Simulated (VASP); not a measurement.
Wanted: the native input for a VASP 6.6.1 run.

* Task: single point
* Functional: PBEsol
* Dispersion: D3(BJ)
* Potentials or basis: VASP PAW PBE potentials, release 64 (W_sv, S)
* Cutoff: 520 eV
* k mesh: 12 × 12 × 12
* Occupations: gaussian, width 0.05 eV
* Spin: no spin polarisation
* Dipole correction: no
* Further INCAR settings: ALGO = Normal; EDIFF = 1e-07; NBANDS = 20

The structure of WS2 lies in POSCAR:

```
WS2
1.0
    1.6071000000      0.9278596176      5.0013000000
   -1.6071000000      0.9278596176      5.0013000000
    0.0000000000     -1.8557192352      5.0013000000
W S
1 2
Direct
    0.9993605138      0.9993605138      0.9993605138
    0.7554704513      0.7554704513      0.7554704513
    0.5764690349      0.5764690349      0.5764690349
```

The input as run:

INCAR

```
ALGO     = Normal         # electronic algorithm
EDIFF    = 1E-7           # SCF threshold, eV
ENCUT    = 520            # plane-wave cutoff, eV
GGA      = PS             # functional
ISIF     = 2              # what is computed and relaxed
ISMEAR   = 0              # smearing method
IVDW     = 12             # dispersion correction
LASPH    = True           # aspherical terms in the spheres
LCHARG   = True           # write CHGCAR
LELF     = True           # ELF
LREAL    = False          # projectors in reciprocal space
LVHAR    = True         
LWAVE    = False          # write WAVECAR
NBANDS   = 20             # bands
NELM     = 80             # most SCF steps
PREC     = Accurate       # precision mode
SIGMA    = 0.05           # smearing width, eV
```

KPOINTS

```
k-points
0
Gamma
  12 12 12
```

Potentials or basis: VASP PAW PBE potentials, release 64 (W_sv, S).

Launch:

```sh
$ cat potpaw_PBE.64/W_sv/POTCAR potpaw_PBE.64/S/POTCAR > POTCAR
$ mpirun -np 1 vasp_std > vasp.out
```

Results of the run:

- Pressure: 25.7 GPa
- Largest force: 4.084 eV/Å
- Band gap on the k mesh: zero (bands 13 and 14 overlap by 1.19 eV)
- Dispersion energy per atom: -0.462 eV

Caveat: the cell stands under pressure; the PAW data sets were made with another functional, which shifts forces and pressure a little; spin-orbit coupling is left out, which moves the levels of the heavy elements.

It took 4.5 min on 1 thread of Intel(R) Xeon(R) Platinum 8259CL CPU @ 2.50GHz (Skylake/Cascade Lake), with other jobs on the host, peak memory 0.35 GiB.
